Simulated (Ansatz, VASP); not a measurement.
**TiO2 in VASP and in Ansatz**

```
Ti O
1.0
     4.57090    0.00000    0.00000
     0.00000    4.57090    0.00000
     0.00000    0.00000    2.90760
Ti O
2 4
Cartesian
  0.0000 0.0000 0.0000
  2.2855 2.2855 1.4538
  1.3902 1.3902 0.0000
  0.8953 3.6756 1.4538
  3.1807 3.1807 0.0000
  3.6756 0.8953 1.4538
```

Change from the starting cell: film at in-plane strain +0.005.

Alike in both runs: task single point; functional LDA; k mesh 6 × 6 × 8; no spin polarisation.

|  | VASP | Ansatz |
| --- | --- | --- |
| version | VASP 6.6.1 | Ansatz 0.2.0 |
| potentials or method | VASP PAW LDA potentials, release 64 (Ti_sv, O), cutoff 520 eV | all-electron LAPW, scalar-relativistic |
| occupations | gaussian, width 0.01 eV | fixed |

Ansatz gave:

| Item | Value |
| --- | --- |
| gap on the k mesh at the Fermi level (eV) | 1.86 |
| pressure (GPa) | -1.1 |
| traceless stress, the component that is largest in VASP (GPa) | 1.39 |
| rms of the force components (eV/Å) | 0.003 |

Problem. What did VASP give for the same quantities?

Solution. gap on the k mesh at the Fermi level (eV): 1.84; pressure (GPa): 0.0; traceless stress, the component that is largest in VASP (GPa): 1.66; rms of the force components (eV/Å): 0.020.

LDA's correlation is that of Perdew and Zunger in VASP and of Perdew and Wang (1992) in Ansatz. Atom by atom the forces differ by 0.017 eV/Å (rms over components). Ansatz ran all-electron here, and VASP with PAW potentials. Ansatz's warnings: metallic iterate.
